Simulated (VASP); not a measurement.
# MgS (gw) (R-3m) in VASP: single point with PBEsol

Aim: the single point of MgS (gw) with PBEsol.

Program: VASP 6.6.1. These are calculated values, not measurements. Logs are shortened: lines on timing, memory, paths and dates and some standing lists are left out, and cuts for length are marked.

## (1) The cell of the first run

The structure is trigonal, space group R-3m (No. 166). Conventional cell: a = 3.701 Å, b = 3.701 Å, c = 8.926 Å, α = 90.00°, β = 90.00°, γ = 120.00°. Mg (site symmetry -3m) has 6 S at 2.60 Å within 3.4 Å. Within 3.4 Å of S (site symmetry -3m) lie 6 Mg at 2.60 Å.

## (2) Single point, PBEsol

INCAR

```
SYSTEM = MgS
ALGO = Normal
EDIFF = 1E-6
ENCUT = 600
GGA = PS
GGA_COMPAT = .False.
ISIF = 2
ISMEAR = 0
LASPH = .True.
LCHARG = .True.
LELF = .True.
LREAL = .False.
LVHAR = .True.
LWAVE = .False.
NBANDS = 11
NELM = 120
PREC = Accurate
SIGMA = 0.01
```

KPOINTS

```
k-points
0
Gamma
  6 6 6
  0 0 0
```

POSCAR

```
MgS
1.0
   -0.0268857520      2.5902363876      2.5902363876
    2.5902363876     -0.0268857520      2.5902363876
    2.5902363876      2.5902363876     -0.0268857520
Mg S
1 1
Direct
    0.0000000000      0.0000000000      0.0000000000
    0.5000000000      0.5000000000      0.5000000000
```

Potentials or basis: VASP PAW PBE potentials, release 64 (Mg, S).

The run is started by

```sh
$ cat potpaw_PBE.64/Mg/POTCAR potpaw_PBE.64/S/POTCAR > POTCAR
$ mpirun -np 1 vasp_std > vasp.out
```

OUTCAR:

```text
SYSTEM = MgS
   EDIFF = 1E-6
   ENCUT = 600
   GGA = PS
   ISIF = 2
   ISMEAR = 0
   LASPH = .True.
   LREAL = .False.
   NELM = 120
   PREC = Accurate

 ion  position               nearest neighbor table
   1  0.000  0.000  0.000-   2 2.60   2 2.60   2 2.60   2 2.60   2 2.60   2 2.60
   2  0.500  0.500  0.500-   1 2.60   1 2.60   1 2.60   1 2.60   1 2.60   1 2.60

  LATTYP: Found a trigonal (rhomboedric) cell.
 ALAT       =     3.6632460921
 COS(alpha) =     0.4895939744

  Lattice vectors:

 A1 = (  -0.0268857520,   2.5902363876,   2.5902363876)
 A2 = (   2.5902363876,  -0.0268857520,   2.5902363876)
 A3 = (   2.5902363876,   2.5902363876,  -0.0268857520)

Analysis of symmetry for initial positions (statically):
=====================================================================
 Subroutine PRICEL returns:
 Original cell was already a primitive cell.

 Routine SETGRP: Setting up the symmetry group for a
 trigonal (rhombohedral) supercell.

 Subroutine GETGRP returns: Found 12 space group operations
 (whereof 12 operations were pure point group operations)
 out of a pool of 12 trial point group operations.

The static configuration has the point symmetry D_3d.

Analysis of symmetry for dynamics (positions and initial velocities):
=====================================================================
 Subroutine PRICEL returns:
 Original cell was already a primitive cell.

 Routine SETGRP: Setting up the symmetry group for a
 trigonal (rhombohedral) supercell.

 Subroutine GETGRP returns: Found 12 space group operations
 (whereof 12 operations were pure point group operations)
 out of a pool of 12 trial point group operations.

The dynamic configuration has the point symmetry D_3d.

 Subroutine INISYM returns: Found 12 space group operations
 (whereof 12 operations are pure point group operations),
 and found     1 'primitive' translations

----------------------------------------------------------------------------------------

                                     Primitive cell

  volume of cell :      35.2986

  direct lattice vectors                    reciprocal lattice vectors
    -0.026885752  2.590236388  2.590236388    -0.190052861  0.192046234  0.192046234
     2.590236388 -0.026885752  2.590236388     0.192046234 -0.190052861  0.192046234
     2.590236388  2.590236388 -0.026885752     0.192046234  0.192046234 -0.190052861

  length of vectors
     3.663246092  3.663246092  3.663246092     0.331486956  0.331486956  0.331486956

  position of ions in fractional coordinates (direct lattice)
     0.000000000  0.000000000  0.000000000
     0.500000000  0.500000000  0.500000000

  ion indices of the primitive-cell ions
   primitive index   ion index
                 1           1
                 2           2

----------------------------------------------------------------------------------------

 KPOINTS: k-points

Automatic generation of k-mesh.
 Grid dimensions read from file:
 generate k-points for:    6    6    6

 Generating k-lattice:

  Cartesian coordinates                     Fractional coordinates (reciprocal lattice)
    -0.031675477  0.032007706  0.032007706     0.166666667  0.000000000  0.000000000
     0.032007706 -0.031675477  0.032007706     0.000000000  0.166666667  0.000000000
     0.032007706  0.032007706 -0.031675477     0.000000000  0.000000000  0.166666667

  Length of vectors
     0.055247826  0.055247826  0.055247826

  Shift w.r.t. Gamma in fractional coordinates (k-lattice)
     0.000000000  0.000000000  0.000000000

 Subroutine IBZKPT returns following result:
 ===========================================

 Found     32 irreducible k-points:

 Following reciprocal coordinates:
            Coordinates               Weight
  0.000000  0.000000  0.000000      1.000000
  0.166667  0.000000 -0.000000      6.000000
  0.333333  0.000000  0.000000      6.000000
  0.500000 -0.000000 -0.000000      3.000000
  0.166667  0.166667 -0.000000      6.000000
  0.333333  0.166667 -0.000000     12.000000
[... 16 lines left out ...]
  0.500000  0.500000  0.166667      6.000000
 -0.333333  0.500000  0.166667     12.000000
 [... further k-points ...]
   k-points           NKPTS =     32   k-points in BZ     NKDIM =     32   number of bands    NBANDS=     11
   number of dos      NEDOS =    301   number of ions     NIONS =      2
   total plane-waves  NPLWV =  27000
   dimension x,y,z NGX =    30 NGY =   30 NGZ =   30
   dimension x,y,z NGXF=    60 NGYF=   60 NGZF=   60
   ions per type =               1   1
   NGX,Y,Z   is equivalent  to a cutoff of  13.61, 13.61, 13.61 a.u.
   NGXF,Y,Z  is equivalent  to a cutoff of  27.23, 27.23, 27.23 a.u.
 SYSTEM =  MgS
   PREC   = accura    normal or accurate (medium, high low for compatibility)
   ISTART =      0    job   : 0-new  1-cont  2-samecut
   ICHARG =      2    charge: 1-file 2-atom 10-const
   ISPIN  =      1    spin polarized calculation?
   LNONCOLLINEAR =      F non collinear calculations
   LSORBIT =      F    spin-orbit coupling
   LASPH  =      T    aspherical Exc in radial PAW
   ENCUT  =  600.0 eV  44.10 Ry    6.64 a.u.   7.32  7.32  7.32*2*pi/ulx,y,z
   NELM   =    120;   NELMIN=  2; NELMDL= -5     # of ELM steps
   EDIFF  = 0.1E-05   stopping-criterion for ELM
   LREAL  =      F    real-space projection
   EDIFFG = 0.1E-04   stopping-criterion for IOM
   NSW    =      0    number of steps for IOM
   IBRION =     -1    ionic relax: 0-MD 1-quasi-New 2-CG
   NFREE  =      0    steps in history (QN), initial steepest desc. (CG)
   ISIF   =      2    stress and relaxation
   ISYM   =      2    0-nonsym 1-usesym 2-fastsym
   POTIM  = 0.5000    time-step for ionic-motion
   TEBEG  =    0.0;   TEEND  =   0.0 temperature during run
   PSTRESS=    0.0 pullay stress
   NELECT =       8.0000    total number of electrons
   NUPDOWN=      -1.0000    fix difference up-down
   EMIN   =  10.00;   EMAX   =-10.00  energy-range for DOS
   EFERMI =   0.00;   METHOD = LEGACY
   ISMEAR =     0;   SIGMA  =   0.01  broadening in eV -4-tet -1-fermi 0-gaus
   EFERMI_NEDOS =   21; number of points for ismear=-14 and -15
   IALGO  =     38    algorithm
   IMIX   =      4    mixing-type and parameters
     AMIX     =   0.40;   BMIX     =  1.00
     AMIX_MAG =   1.60;   BMIX_MAG =  1.00
  volume/ion in A,a.u.               =      17.65       119.10
  Fermi-wavevector in a.u.,A,eV,Ry     =   0.998127  1.886186 13.554895  0.996257
  Thomas-Fermi vector in A             =   2.130329
   LORBIT       =      0    0 simple, 1 ext, 2 COOP (PROOUT), +10 PAW based schemes
   GGA     = PS    functional components
   LHFCALC =     F    Hartree Fock is set to
   AEXX    =    0.0000 exact exchange contribution
   IVDW    =     0    specifies the selected vdW correction
   LEPSILON=     F    determine dielectric tensor
   LRPA    =     F    only Hartree local field effects (RPA)
 non-spin polarized calculation
 Gauss-broadening in eV      SIGMA  =   0.01
  energy-cutoff  :      600.00
  volume of cell :       35.30
 maximum number of plane-waves:      1217
 NGX is ok and might be reduce to    30
   NGX = 15   NGY = 15   NGZ = 15

 number of electron       7.9999999 magnetization

 Free energy of the ion-electron system (eV)
  ---------------------------------------------------
  ext. energy  EPLUGINS =         0.00000000
  ---------------------------------------------------
  free energy    TOTEN  =        -9.06839628 eV

  energy without entropy =       -9.06839628  energy(sigma->0) =       -9.06839628

 E-fermi :   3.8688     XC(G=0):  -9.8267

 val. band max:        3.7508839017   @ k =   0.0000   0.0000   0.0000
 cond. band min:       6.3509236039   @ k =   0.5000   0.5000  -0.0000
 fundamental gap:      2.6000397023
 Fermi energy:         3.8688482685

 k-point     1 :       0.0000    0.0000    0.0000
  band No.  band energies     occupation
      1      -9.0120      2.00000
      2       3.6123      2.00000
      3       3.6123      2.00000
      4       3.7509      2.00000
      5       7.2270      0.00000
      6      11.4242      0.00000
      7      11.4242      0.00000
      8      11.6950      0.00000
      9      13.9669      0.00000
     10      13.9669      0.00000
     11      15.9360      0.00000

 k-point     2 :       0.1667    0.0000   -0.0000
  band No.  band energies     occupation
      1      -8.7486      2.00000
      2       1.9732      2.00000
      3       3.4503      2.00000
      4       3.5610      2.00000
      5       8.3471      0.00000
      6      11.1617      0.00000
      7      11.7196      0.00000
      8      11.8995      0.00000
      9      13.1824      0.00000
     10      13.3229      0.00000
     11      15.9697      0.00000

 k-point     3 :       0.3333    0.0000    0.0000
  band No.  band energies     occupation
      1      -8.1121      2.00000
      2      -0.2493      2.00000
      3       3.1701      2.00000
      4       3.2583      2.00000
      5       8.3218      0.00000
      6      10.8864      0.00000
      7      11.0152      0.00000
      8      12.8774      0.00000
      9      14.9595      0.00000
     10      15.0590      0.00000
     11      15.2595      0.00000
[... 267 lines left out ...]
 k-point    23 :       0.5000    0.5000    0.1667
  band No.  band energies     occupation
      1      -7.4138      2.00000
      2      -0.3020      2.00000
      3       1.3500      2.00000
      4       2.1172      2.00000
      5       7.2015      0.00000
      6       9.2229      0.00000
      7      13.4422      0.00000
      8      13.7738      0.00000
      9      16.4759      0.00000
     10      18.4708      0.00000
     11      19.6335      0.00000

 k-point    24 :      -0.3333    0.5000    0.1667
  band No.  band energies     occupation
      1      -7.2803      2.00000
      2      -0.1453      2.00000
      3       1.0351      2.00000
      4       1.4211      2.00000
      5       7.9994      0.00000
      6       9.7597      0.00000
      7      12.7094      0.00000
      8      13.3600      0.00000
      9      17.3131      0.00000
     10      18.5806      0.00000
     11      19.0088      0.00000

 [... further k-points ...]

------------------------ aborting loop because EDIFF is reached ----------------------------------------

  FORCE on cell =-STRESS in cart. coord.  units (eV):
  Direction    XX          YY          ZZ          XY          YZ          ZX
  --------------------------------------------------------------------------------------
  -------------------------------------------------------------------------------------
  Total       -0.2798613     -0.2798613     -0.2798613      0.1197809      0.1197809      0.1197809
  in kB      -12.7026961    -12.7026961    -12.7026961      5.4367666      5.4367666      5.4367666
  external PRESSURE =     -12.7026961 kB  Pullay stress =       0.0000000 kB

 VOLUME and BASIS-vectors are now :
 -----------------------------------------------------------------------------
  energy-cutoff  :      600.00
  volume of cell :       35.30
      direct lattice vectors                 reciprocal lattice vectors
    -0.026885752  2.590236388  2.590236388    -0.190052861  0.192046234  0.192046234
     2.590236388 -0.026885752  2.590236388     0.192046234 -0.190052861  0.192046234
     2.590236388  2.590236388 -0.026885752     0.192046234  0.192046234 -0.190052861

 POSITION                                       TOTAL-FORCE (eV/Angst)
 -----------------------------------------------------------------------------------
      0.00000      0.00000      0.00000         0.000000     -0.000000     -0.000000
      2.57679      2.57679      2.57679        -0.000000      0.000000      0.000000
 -----------------------------------------------------------------------------------
    total drift:                               -0.000000     -0.000000      0.000000

  FREE ENERGIE OF THE ION-ELECTRON SYSTEM (eV)
  ---------------------------------------------------
  free  energy   TOTEN  =        -9.0683962845 eV

  energy  without entropy=       -9.0683962845  energy(sigma->0) =       -9.06839628
```

It took 25 s on 1 thread of AMD EPYC 7R13, shared host; peak memory 0.14 GiB.

Results:

```
Free energy            : -9.0684 eV
Pressure               : -1.3 GPa
Band gap on the k mesh : 2.60 eV, indirect (least direct gap 3.48 eV)
```

Caveat: the PAW data sets were made with another functional, which shifts forces and pressure a little.
